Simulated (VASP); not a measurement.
# Rh (P6_3/mmc) in VASP: further runs, part 2 of 2

VASP 6.6.1. Earlier steps stand in the parts before.

## (3) Single point, PBE (12.83 Å³/atom)

INCAR

```
SYSTEM = Rh
ALGO = Fast
EDIFF = 1E-6
ENCUT = 520
GGA = PE
ISIF = 2
ISMEAR = 0
LASPH = .True.
LCHARG = .False.
LREAL = .False.
LWAVE = .False.
NBANDS = 22
NELM = 100
PREC = Accurate
SIGMA = 0.15
```

KPOINTS

```
k-points
0
Gamma
  21 21 12
  0 0 0
```

POSCAR

```
Rh
1.0
    2.7488523608      0.0000000000      0.0000000000
   -1.3744261804      2.3805759757      0.0000000000
    0.0000000000      0.0000000000      3.9212378928
Rh
2
Direct
    0.6666666667      0.3333333333      0.7500000000
    0.3333333333      0.6666666667      0.2500000000
```

Potentials or basis: VASP PAW PBE potentials, release 64 (Rh_pv).

Command:

```console
$ cat potpaw_PBE.64/Rh_pv/POTCAR > POTCAR
$ mpirun -np 1 vasp_std > vasp.out
```

OUTCAR:

```text
SYSTEM = Rh
   EDIFF = 1E-6
   ENCUT = 520
   GGA = PE
   ISIF = 2
   ISMEAR = 0
   LASPH = .True.
   LREAL = .False.
   NELM = 100
   PREC = Accurate

 ion  position               nearest neighbor table
   1  0.667  0.333  0.750-   2 2.52   2 2.52   2 2.52   2 2.52   2 2.52   2 2.52
   2  0.333  0.667  0.250-   1 2.52   1 2.52   1 2.52   1 2.52   1 2.52   1 2.52

  LATTYP: Found a hexagonal cell.
 ALAT       =     2.7488523608
 C/A-ratio  =     1.4265000000

  Lattice vectors:

 A1 = (   2.7488523608,   0.0000000000,   0.0000000000)
 A2 = (  -1.3744261804,   2.3805759757,   0.0000000000)
 A3 = (   0.0000000000,   0.0000000000,   3.9212378928)

Analysis of symmetry for initial positions (statically):
=====================================================================
 Subroutine PRICEL returns:
 Original cell was already a primitive cell.

 Routine SETGRP: Setting up the symmetry group for a
 hexagonal supercell.

 Subroutine GETGRP returns: Found 24 space group operations
 (whereof 12 operations were pure point group operations)
 out of a pool of 24 trial point group operations.

The static configuration has the point symmetry D_3d.
 The point group associated with its full space group is D_6h.

Analysis of symmetry for dynamics (positions and initial velocities):
=====================================================================
 Subroutine PRICEL returns:
 Original cell was already a primitive cell.

 Routine SETGRP: Setting up the symmetry group for a
 hexagonal supercell.

 Subroutine GETGRP returns: Found 24 space group operations
 (whereof 12 operations were pure point group operations)
 out of a pool of 24 trial point group operations.

The dynamic configuration has the point symmetry D_3d.
 The point group associated with its full space group is D_6h.

 Subroutine INISYM returns: Found 24 space group operations
 (whereof 12 operations are pure point group operations),
 and found     1 'primitive' translations

----------------------------------------------------------------------------------------

                                     Primitive cell

  volume of cell :      25.6600

  direct lattice vectors                    reciprocal lattice vectors
     2.748852361  0.000000000  0.000000000     0.363788181  0.210033204  0.000000000
    -1.374426180  2.380575976  0.000000000     0.000000000  0.420066408  0.000000000
     0.000000000  0.000000000  3.921237893     0.000000000  0.000000000  0.255021508

  length of vectors
     2.748852361  2.748852361  3.921237893     0.420066408  0.420066408  0.255021508

  position of ions in fractional coordinates (direct lattice)
     0.666666667  0.333333333  0.750000000
     0.333333333  0.666666667  0.250000000

  ion indices of the primitive-cell ions
   primitive index   ion index
                 1           1
                 2           2

----------------------------------------------------------------------------------------

 KPOINTS: k-points

Automatic generation of k-mesh.
 Grid dimensions read from file:
 generate k-points for:   21   21   12

 Generating k-lattice:

  Cartesian coordinates                     Fractional coordinates (reciprocal lattice)
     0.017323247  0.010001581  0.000000000     0.047619048  0.000000000  0.000000000
     0.000000000  0.020003162  0.000000000     0.000000000  0.047619048  0.000000000
     0.000000000  0.000000000  0.021251792     0.000000000  0.000000000  0.083333333

  Length of vectors
     0.020003162  0.020003162  0.021251792

  Shift w.r.t. Gamma in fractional coordinates (k-lattice)
     0.000000000  0.000000000  0.000000000

 Subroutine IBZKPT returns following result:
 ===========================================

 Found    336 irreducible k-points:

 Following reciprocal coordinates:
            Coordinates               Weight
  0.000000  0.000000  0.000000      1.000000
  0.047619 -0.000000  0.000000      6.000000
  0.095238 -0.000000  0.000000      6.000000
  0.142857  0.000000  0.000000      6.000000
  0.190476 -0.000000  0.000000      6.000000
  0.238095 -0.000000  0.000000      6.000000
[... 16 lines left out ...]
  0.142857  0.095238  0.000000     12.000000
  0.190476  0.095238  0.000000     12.000000
 [... further k-points ...]
   k-points           NKPTS =    336   k-points in BZ     NKDIM =    336   number of bands    NBANDS=     22
   number of dos      NEDOS =    301   number of ions     NIONS =      2
   total plane-waves  NPLWV =  12000
   dimension x,y,z NGX =    20 NGY =   20 NGZ =   30
   dimension x,y,z NGXF=    40 NGYF=   40 NGZF=   60
   ions per type =               2
   NGX,Y,Z   is equivalent  to a cutoff of  12.10, 12.10, 12.72 a.u.
   NGXF,Y,Z  is equivalent  to a cutoff of  24.19, 24.19, 25.44 a.u.
 SYSTEM =  Rh
   PREC   = accura    normal or accurate (medium, high low for compatibility)
   ISTART =      0    job   : 0-new  1-cont  2-samecut
   ICHARG =      2    charge: 1-file 2-atom 10-const
   ISPIN  =      1    spin polarized calculation?
   LNONCOLLINEAR =      F non collinear calculations
   LSORBIT =      F    spin-orbit coupling
   LASPH  =      T    aspherical Exc in radial PAW
   ENCUT  =  520.0 eV  38.22 Ry    6.18 a.u.   5.11  5.11  7.29*2*pi/ulx,y,z
   NELM   =    100;   NELMIN=  2; NELMDL= -5     # of ELM steps
   EDIFF  = 0.1E-05   stopping-criterion for ELM
   LREAL  =      F    real-space projection
   EDIFFG = 0.1E-04   stopping-criterion for IOM
   NSW    =      0    number of steps for IOM
   IBRION =     -1    ionic relax: 0-MD 1-quasi-New 2-CG
   NFREE  =      0    steps in history (QN), initial steepest desc. (CG)
   ISIF   =      2    stress and relaxation
   ISYM   =      2    0-nonsym 1-usesym 2-fastsym
   POTIM  = 0.5000    time-step for ionic-motion
   TEBEG  =    0.0;   TEEND  =   0.0 temperature during run
   PSTRESS=    0.0 pullay stress
   NELECT =      30.0000    total number of electrons
   NUPDOWN=      -1.0000    fix difference up-down
   EMIN   =  10.00;   EMAX   =-10.00  energy-range for DOS
   EFERMI =   0.00;   METHOD = LEGACY
   ISMEAR =     0;   SIGMA  =   0.15  broadening in eV -4-tet -1-fermi 0-gaus
   EFERMI_NEDOS =   21; number of points for ismear=-14 and -15
   IALGO  =     68    algorithm
   IMIX   =      4    mixing-type and parameters
     AMIX     =   0.40;   BMIX     =  1.00
     AMIX_MAG =   1.60;   BMIX_MAG =  1.00
  volume/ion in A,a.u.               =      12.83        86.58
  Fermi-wavevector in a.u.,A,eV,Ry     =   1.724632  3.259081 40.468550  2.974355
  Thomas-Fermi vector in A             =   2.800284
   LORBIT       =      0    0 simple, 1 ext, 2 COOP (PROOUT), +10 PAW based schemes
   GGA     = PE    functional components
   LHFCALC =     F    Hartree Fock is set to
   AEXX    =    0.0000 exact exchange contribution
   IVDW    =     0    specifies the selected vdW correction
   LEPSILON=     F    determine dielectric tensor
   LRPA    =     F    only Hartree local field effects (RPA)
 non-spin polarized calculation
 RMM-DIIS sequential band-by-band and
 Gauss-broadening in eV      SIGMA  =   0.15
  energy-cutoff  :      520.00
  volume of cell :       25.66
 maximum number of plane-waves:       706
   NGX = 11   NGY = 11   NGZ = 15

 number of electron      30.0000001 magnetization

 Free energy of the ion-electron system (eV)
  ---------------------------------------------------
  ext. energy  EPLUGINS =         0.00000000
  ---------------------------------------------------
  free energy    TOTEN  =       -13.94602302 eV

  energy without entropy =      -13.90886830  energy(sigma->0) =      -13.92744566

 E-fermi :  13.3473     XC(G=0): -14.4631

 val. band max:       13.3460039916   @ k =   0.3810   0.1905   0.4167
 cond. band min:      13.3481271117   @ k =   0.3810   0.2381   0.2500
 fundamental gap:      0.0021231202
 Fermi energy:        13.3472817377

 k-point     1 :       0.0000    0.0000    0.0000
  band No.  band energies     occupation
      1     -34.4194      2.00000
      2     -33.4953      2.00000
      3     -33.4953      2.00000
      4     -33.2436      2.00000
      5     -33.2436      2.00000
      6     -33.2072      2.00000
[... 14 lines left out ...]
     21      32.7053      0.00000
     22      33.3826      0.00000
[... 552 lines left out ...]
  band No.  band energies     occupation
      1     -34.2373      2.00000
      2     -33.6991      2.00000
      3     -33.6302      2.00000
      4     -33.4542      2.00000
      5     -33.3404      2.00000
      6     -33.2761      2.00000
[... 14 lines left out ...]
     21      28.3303      0.00000
     22      31.3846      0.00000

 [... further k-points ...]

------------------------ aborting loop because EDIFF is reached ----------------------------------------

  FORCE on cell =-STRESS in cart. coord.  units (eV):
  Direction    XX          YY          ZZ          XY          YZ          ZX
  --------------------------------------------------------------------------------------
  -------------------------------------------------------------------------------------
  Total        3.7037523      3.7037523     10.2971663      0.0000000      0.0000000      0.0000000
  in kB      231.2575229    231.2575229    642.9417901      0.0000000      0.0000000      0.0000000
  external PRESSURE =     368.4856120 kB  Pullay stress =       0.0000000 kB

 VOLUME and BASIS-vectors are now :
 -----------------------------------------------------------------------------
  energy-cutoff  :      520.00
  volume of cell :       25.66
      direct lattice vectors                 reciprocal lattice vectors
     2.748852361  0.000000000  0.000000000     0.363788181  0.210033204  0.000000000
    -1.374426180  2.380575976  0.000000000     0.000000000  0.420066408  0.000000000
     0.000000000  0.000000000  3.921237893     0.000000000  0.000000000  0.255021508

 POSITION                                       TOTAL-FORCE (eV/Angst)
 -----------------------------------------------------------------------------------
      1.37443      0.79353      2.94093        -0.000000      0.000000      0.000000
     -0.00000      1.58705      0.98031         0.000000     -0.000000      0.000000
 -----------------------------------------------------------------------------------
    total drift:                               -0.000000      0.000000     -0.000000

  FREE ENERGIE OF THE ION-ELECTRON SYSTEM (eV)
  ---------------------------------------------------
  free  energy   TOTEN  =       -13.9460230151 eV

  energy  without entropy=      -13.9088683039  energy(sigma->0) =      -13.92744566
```

stdout:

```text
POSCAR found type information on POSCAR Rh
 POSCAR found :  1 types and       2 ions
 scaLAPACK will be used
 LDA part: xc-table for (Slater+PW92), standard interpolation
 POSCAR, INCAR and KPOINTS ok, starting setup
 FFT: planning ... GRIDC
 FFT: planning ... GRID_SOFT
 FFT: planning ... GRID
 WAVECAR not read
 entering main loop
```

Wall time 3.4 min (1 thread of Intel Xeon 8259CL, shared host); peak memory 0.25 GiB.

What came out:

| Quantity | Value |
| --- | --- |
| Free energy | -13.9460 eV |
| Pressure | 36.8 GPa |
| Band gap on the k mesh | zero (bands 15 and 16 overlap by 2.09 eV) |

Stress tensor (GPa, compression positive):
```
23.13  0.00  0.00
 0.00 23.13  0.00
 0.00  0.00 64.29
```

Caveat: the stress differs along the axes, from 23 to 64 GPa.

## (4) Single point, PBE (12.83 Å³/atom)

INCAR

```
SYSTEM = Rh
PREC = Accurate ; ENCUT = 520
EDIFF = 1E-7 ; ISMEAR = 0
SIGMA = 0.15 ; LREAL = .False.
LASPH = .True. ; NELM = 60
ALGO = Fast ; ISIF = 2
LWAVE = .False. ; LCHARG = .False.
GGA = PE ; NBANDS = 22
```

KPOINTS

```
regular mesh
0
Gamma
  21 21 12
  0 0 0
```

POSCAR

```
Rh
1.0
    2.5365489967      0.0000000000      0.0000000000
   -1.2682744984      2.1967158691      0.0000000000
    0.0000000000      0.0000000000      4.6051047036
Rh
2
Direct
    0.6666666667      0.3333333333      0.7500000000
    0.3333333333      0.6666666667      0.2500000000
```

Command:

```console
$ cat potpaw_PBE.64/Rh_pv/POTCAR > POTCAR
$ mpirun -np 1 vasp_std > vasp.out
```

It took 3.7 min on 1 thread of Intel Xeon 8259CL, shared host; peak memory 0.26 GiB.

The run converged. Its results:

```
Free energy            : -13.9555 eV
Pressure               : 35.6 GPa
Band gap on the k mesh : zero (bands 15 and 16 overlap by 3.05 eV)
```

Stress tensor (GPa, compression positive):
```
51.47  0.00  0.00
 0.00 51.47  0.00
 0.00  0.00  4.00
```

Levels at points of the mesh, in eV from the Fermi level:
```csv
k point,band 12,band 13,band 14,band 15,band 16,band 17,band 18,band 19
"(0.00, 0.00, 0.00)",-2.94,-2.94,-1.16,-1.16,-0.38,0.35,0.35,7.71
"(0.00, 0.00, 0.50)",-3.26,-3.26,-3.26,-0.23,-0.23,-0.23,-0.23,13.64
```

Caveat: the stress differs along the axes, from 4 to 51 GPa.

## (5) Summary

```tsv
cell	further INCAR settings	gap on the mesh (eV)	pressure (GPa)
a = 2.641, b = 2.641, c = 4.249 Å, angles 90.0, 90.0, 120.0°, 2 atoms	ALGO = Fast; EDIFF = 1e-06; NBANDS = 22	none	30.8
a = 2.749, b = 2.749, c = 3.921 Å, angles 90.0, 90.0, 120.0°, 2 atoms	ALGO = Fast; EDIFF = 1e-06; NBANDS = 22	none	36.8
a = 2.537, b = 2.537, c = 4.605 Å, angles 90.0, 90.0, 120.0°, 2 atoms	ALGO = Fast; EDIFF = 1e-07; NBANDS = 22	none	35.6
```

Alike in all rows: task single point; level PBE; potentials or basis VASP PAW PBE potentials, release 64 (Rh_pv); no spin polarisation; k mesh 21 × 21 × 12; cutoff (eV) 520; smearing gaussian 0.15 eV.

Caveats: the cell stands under pressure (at least some runs); the stress differs along the axes, from 23 to 64 GPa (at least some runs); the stress differs along the axes, from 4 to 51 GPa (at least some runs).

Total energies depend on the potentials used, so only differences within one code and one set of settings carry meaning.
